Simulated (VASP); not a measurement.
# HfZrSe4 (P6/mmm) in VASP: notebook, part 3 of 3

VASP 6.6.1. The steps go on from the part before.

### Step 4. Single point, PBE

This run uses another cell than the first one, of 20.46 Å³/atom, 1.007 times its volume.

The input, INCAR:

```
SYSTEM = HfZrSe4
PREC = Accurate
ENCUT = 520
EDIFF = 1E-6
ISMEAR = 0
SIGMA = 0.1
LREAL = .FALSE.
LASPH = .TRUE.
NELM = 60
ALGO = Normal
ISIF = 2
LWAVE = .FALSE.
LCHARG = .FALSE.
GGA = PE
NBANDS = 32
```

The input, KPOINTS:

```
Automatic mesh
0
G
  6 6 4
  0 0 0
```

The input, POSCAR:

```
HfZrSe4
1.0
    4.7480099226      0.0000000000      0.0000000000
   -2.3740049613      4.1118972104      0.0000000000
    0.0000000000      0.0000000000      6.2880503812
Zr Hf Se
1 1 4
Direct
    0.0000000000      0.0000000000      0.5000000000
    0.0000000000      0.0000000000      0.0000000000
    0.3333333333      0.6666666667      0.7499755488
    0.3333333333      0.6666666667      0.2500244512
    0.6666666667      0.3333333333      0.7499755488
    0.6666666667      0.3333333333      0.2500244512
```

Potentials or basis: VASP PAW PBE potentials, release 64 (Zr_sv, Hf_pv, Se).

Launch:

```console
> cat potpaw_PBE.64/Zr_sv/POTCAR potpaw_PBE.64/Hf_pv/POTCAR potpaw_PBE.64/Se/POTCAR > POTCAR
> mpirun -np 1 vasp_std > vasp.out
```

OUTCAR:

```text
SYSTEM = HfZrSe4
   PREC = Accurate
   ENCUT = 520
   EDIFF = 1E-6
   ISMEAR = 0
   LREAL = .FALSE.
   LASPH = .TRUE.
   NELM = 60
   ISIF = 2
   GGA = PE

 ion  position               nearest neighbor table
   1  0.000  0.000  0.500-   2 3.14   2 3.14   4 3.16   5 3.16   6 3.16   3 3.16   5 3.16   6 3.16
                             3 3.16   4 3.16   5 3.16   6 3.16   3 3.16   4 3.16
   2  0.000  0.000  0.000-   1 3.14   1 3.14   4 3.16   5 3.16   6 3.16   3 3.16   5 3.16   6 3.16
                             3 3.16   4 3.16   5 3.16   6 3.16   3 3.16   4 3.16
   3  0.333  0.667  0.750-   5 2.74   5 2.74   5 2.74   1 3.16   1 3.16   1 3.16   2 3.16   2 3.16
                             2 3.16
   4  0.333  0.667  0.250-   6 2.74   6 2.74   6 2.74   1 3.16   1 3.16   1 3.16   2 3.16   2 3.16
                             2 3.16
   5  0.667  0.333  0.750-   3 2.74   3 2.74   3 2.74   1 3.16   1 3.16   1 3.16   2 3.16   2 3.16
                             2 3.16
   6  0.667  0.333  0.250-   4 2.74   4 2.74   4 2.74   1 3.16   1 3.16   1 3.16   2 3.16   2 3.16
                             2 3.16

  LATTYP: Found a hexagonal cell.
 ALAT       =     4.7480099226
 C/A-ratio  =     1.3243549368

  Lattice vectors:

 A1 = (   4.7480099226,   0.0000000000,   0.0000000000)
 A2 = (  -2.3740049613,   4.1118972104,   0.0000000000)
 A3 = (   0.0000000000,   0.0000000000,   6.2880503812)

Analysis of symmetry for initial positions (statically):
=====================================================================
 Subroutine PRICEL returns:
 Original cell was already a primitive cell.

 Routine SETGRP: Setting up the symmetry group for a
 hexagonal supercell.

 Subroutine GETGRP returns: Found 24 space group operations
 (whereof 24 operations were pure point group operations)
 out of a pool of 24 trial point group operations.

The static configuration has the point symmetry D_6h.

Analysis of symmetry for dynamics (positions and initial velocities):
=====================================================================
 Subroutine PRICEL returns:
 Original cell was already a primitive cell.

 Routine SETGRP: Setting up the symmetry group for a
[... 135 lines left out ...]
   GGA     = PE    functional components
   LHFCALC =     F    Hartree Fock is set to
   AEXX    =    0.0000 exact exchange contribution
   IVDW    =     0    specifies the selected vdW correction
   LEPSILON=     F    determine dielectric tensor
   LRPA    =     F    only Hartree local field effects (RPA)
 non-spin polarized calculation
 Gauss-broadening in eV      SIGMA  =   0.10
  energy-cutoff  :      520.00
  volume of cell :      122.76
 maximum number of plane-waves:      3327
 NGX is ok and might be reduce to    36
   NGX = 17   NGY = 17   NGZ = 23

 number of electron      46.0000002 magnetization

 Free energy of the ion-electron system (eV)
  ---------------------------------------------------
  ext. energy  EPLUGINS =         0.00000000
  ---------------------------------------------------
  free energy    TOTEN  =       -33.49145524 eV

  energy without entropy =      -33.46828709  energy(sigma->0) =      -33.47987116

 E-fermi :   7.2458     XC(G=0): -10.9053

 val. band max:        7.2286201848   @ k =   0.5000   0.0000   0.2500
 cond. band min:       7.2750222007   @ k =   0.3333   0.1667   0.0000
 fundamental gap:      0.0464020159
 Fermi energy:         7.2458290348

 k-point     1 :       0.0000    0.0000    0.0000
  band No.  band energies     occupation
      1     -42.8354      2.00000
      2     -25.0323      2.00000
      3     -25.0323      2.00000
      4     -24.8446      2.00000
      5     -20.8883      2.00000
      6     -20.8883      2.00000
[... 724 lines left out ...]
     31       9.3968      0.00000
     32       9.8590      0.00000

------------------------ aborting loop because EDIFF is reached ----------------------------------------

  FORCE on cell =-STRESS in cart. coord.  units (eV):
  Direction    XX          YY          ZZ          XY          YZ          ZX
  --------------------------------------------------------------------------------------
  -------------------------------------------------------------------------------------
  Total       -0.0090237     -0.0090237     -0.3720359      0.0000000      0.0000000      0.0000000
  in kB       -0.1177680     -0.1177680     -4.8554060      0.0000000      0.0000000      0.0000000
  external PRESSURE =      -1.6969807 kB  Pullay stress =       0.0000000 kB

 VOLUME and BASIS-vectors are now :
 -----------------------------------------------------------------------------
  energy-cutoff  :      520.00
  volume of cell :      122.76
      direct lattice vectors                 reciprocal lattice vectors
     4.748009923  0.000000000  0.000000000     0.210614556  0.121598370  0.000000000
    -2.374004961  4.111897210  0.000000000     0.000000000  0.243196741  0.000000000
     0.000000000  0.000000000  6.288050381     0.000000000  0.000000000  0.159031805

 POSITION                                       TOTAL-FORCE (eV/Angst)
 -----------------------------------------------------------------------------------
      0.00000      0.00000      3.14403        -0.000000      0.000000      0.000000
      0.00000      0.00000      0.00000        -0.000000      0.000000      0.000000
     -0.00000      2.74126      4.71588         0.000000     -0.000000      0.013158
     -0.00000      2.74126      1.57217         0.000000     -0.000000     -0.013158
      2.37400      1.37063      4.71588        -0.000000      0.000000      0.013158
      2.37400      1.37063      1.57217        -0.000000      0.000000     -0.013158
 -----------------------------------------------------------------------------------
    total drift:                               -0.000000      0.000000     -0.000000

  FREE ENERGIE OF THE ION-ELECTRON SYSTEM (eV)
  ---------------------------------------------------
  free  energy   TOTEN  =       -33.4914552406 eV

  energy  without entropy=      -33.4682870862  energy(sigma->0) =      -33.47987116
```

OSZICAR:

```text
N       E                     dE             d eps       ncg     rms          rms(c)
DAV:   1     0.287137747867E+03    0.28714E+03   -0.22085E+04  1344   0.132E+03
DAV:   2    -0.110511898304E+02   -0.29819E+03   -0.28454E+03  1632   0.311E+02
DAV:   3    -0.348402781933E+02   -0.23789E+02   -0.23110E+02  2136   0.686E+01
DAV:   4    -0.358805425948E+02   -0.10403E+01   -0.10359E+01  1952   0.118E+01
DAV:   5    -0.359214522990E+02   -0.40910E-01   -0.40898E-01  1888   0.166E+00    0.262E+01
DAV:   6    -0.337431941462E+02    0.21783E+01   -0.94182E+00  1608   0.106E+01    0.216E+01
DAV:   7    -0.336009003767E+02    0.14229E+00   -0.14832E+00  1912   0.494E+00    0.120E+01
DAV:   8    -0.336554564235E+02   -0.54556E-01   -0.11542E+00  1704   0.428E+00    0.239E+00
DAV:   9    -0.334942619311E+02    0.16119E+00   -0.55288E-01  1720   0.275E+00    0.801E-01
DAV:  10    -0.334912672003E+02    0.29947E-02   -0.30426E-02  1712   0.699E-01    0.805E-01
DAV:  11    -0.334915106731E+02   -0.24347E-03   -0.15063E-03  2048   0.164E-01    0.300E-01
DAV:  12    -0.334914763776E+02    0.34296E-04   -0.35878E-04  1784   0.782E-02    0.135E-01
DAV:  13    -0.334914571869E+02    0.19191E-04   -0.44546E-05  1776   0.332E-02    0.557E-02
DAV:  14    -0.334914560854E+02    0.11016E-05   -0.72151E-06  1768   0.123E-02    0.151E-02
DAV:  15    -0.334914552406E+02    0.84482E-06   -0.25472E-06  1400   0.692E-03
   1 F= -.33491455E+02 E0= -.33479871E+02  d E =-.231682E-01
```

Run time: 51 s. Hardware: 1 thread of AMD EPYC 9R45 (Zen 5), shared host; peak memory 0.25 GiB.

Results:

```yaml
Free_energy: -33.4915 eV
Pressure: -0.2 GPa
Largest_force: 0.013 eV/Å
Band_gap_on_the_k_mesh: zero (band 23 reaches 7.61 eV, above the bottom of band 24 at 6.69 eV)
```

Forces in eV/Å, atoms in the order of the input:
```
Zr   0.000  0.000  0.000
Hf   0.000  0.000  0.000
Se   0.000  0.000  0.013
Se   0.000  0.000 -0.013
Se   0.000  0.000  0.013
Se   0.000  0.000 -0.013
```

Levels at points of the mesh, in eV from the Fermi level:
| k point | band 19 | band 20 | band 21 | band 22 | band 23 | band 24 | band 25 | band 26 | band 27 | band 28 |
| --- | --- | --- | --- | --- | --- | --- | --- | --- | --- | --- |
| (0.00, 0.00, 0.00) | -3.17 | -2.37 | -2.31 | -2.31 | -1.18 | -0.45 | -0.45 | 1.44 | 1.76 | 2.18 |
| (0.50, 0.00, 0.00) | -1.39 | -1.08 | -0.87 | -0.87 | 0.36 | 0.53 | 0.91 | 0.97 | 1.16 | 1.21 |
| (0.00, 0.00, 0.50) | -2.90 | -2.81 | -2.81 | -1.07 | -1.07 | -0.29 | -0.08 | 1.16 | 1.16 | 1.38 |
| (0.50, 0.00, 0.50) | -3.21 | -0.89 | -0.83 | -0.74 | -0.69 | 0.20 | 0.47 | 0.97 | 1.19 | 1.58 |

Caveat: spin-orbit coupling is left out, which moves the levels of the heavy elements.

### Step 5. Overview

| cell | k mesh | gap on the mesh (eV) | pressure (GPa) | largest force (eV/Å) |
| --- | --- | --- | --- | --- |
| a = 4.751, b = 4.751, c = 6.239 Å, angles 90.0, 90.0, 120.0°, 6 atoms | 6 × 6 × 2 | none | 0.0 | 0.02 |
| a = 4.153, b = 4.153, c = 9.110 Å, angles 90.0, 90.0, 120.0°, 6 atoms | 6 × 6 × 2 | none | 8.4 | 0.02 |
| a = 4.748, b = 4.748, c = 6.288 Å, angles 90.0, 90.0, 120.0°, 6 atoms | 6 × 6 × 4 | none | -0.2 | 0.01 |

Alike in all rows: task single point; level PBE; potentials or basis VASP PAW PBE potentials, release 64 (Zr_sv, Hf_pv, Se); no spin polarisation; cutoff (eV) 520; smearing gaussian 0.1 eV.

Caveats: some runs use coarse meshes; spin-orbit coupling is left out, which moves the levels of the heavy elements.

Absolute energies hang on the potentials; compare differences alone.
